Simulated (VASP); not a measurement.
Wanted: the native input for a VASP 6.6.1 run.

```
Task                   : single point
Functional             : PBE
Potentials or basis    : VASP PAW PBE potentials, release 64 (Al, N)
Cutoff                 : 520 eV
k mesh                 : 10 × 10 × 6
Occupations            : gaussian, width 0.05 eV
Spin                   : no spin polarisation
Dipole correction      : no
Further INCAR settings : ALGO = Normal; EDIFF = 1e-06; NBANDS = 16
```

The structure of AlN lies in POSCAR:

```
AlN
1.0
    3.1130000000      0.0000000000      0.0000000000
   -1.5565000000      2.6959370820      0.0000000000
    0.0000000000      0.0000000000      4.9810000000
Al N
2 2
Direct
    0.3333333333      0.6666666667     -0.0010024920
    0.6666666667      0.3333333333      0.4989975080
    0.3333333333      0.6666666667      0.3810024920
    0.6666666667      0.3333333333      0.8810024920
```

These files were run (other wordings do the same):

INCAR

```
SYSTEM = AlN
PREC = Accurate
ENCUT = 520
EDIFF = 1E-6
ISMEAR = 0
SIGMA = 0.05
LREAL = .FALSE.
LASPH = .TRUE.
NELM = 100
ALGO = Normal
ISIF = 2
LWAVE = .FALSE.
LCHARG = .FALSE.
GGA = PE
NBANDS = 16
```

KPOINTS

```
regular mesh
0
G
  10 10 6
  0 0 0
```

Potentials or basis: VASP PAW PBE potentials, release 64 (Al, N).

Command:

```bash
$ cat potpaw_PBE.64/Al/POTCAR potpaw_PBE.64/N/POTCAR > POTCAR
$ mpirun -np 1 vasp_std > vasp.out
```

It gave:

The pressure is 3.4 GPa and the band gap on the k mesh is 4.19 eV.

Caveat: the cell stands under pressure.

It took 17 s on 1 thread of Intel(R) Xeon(R) Platinum 8488C (Sapphire Rapids) (shared host), peak memory 0.17 GiB.
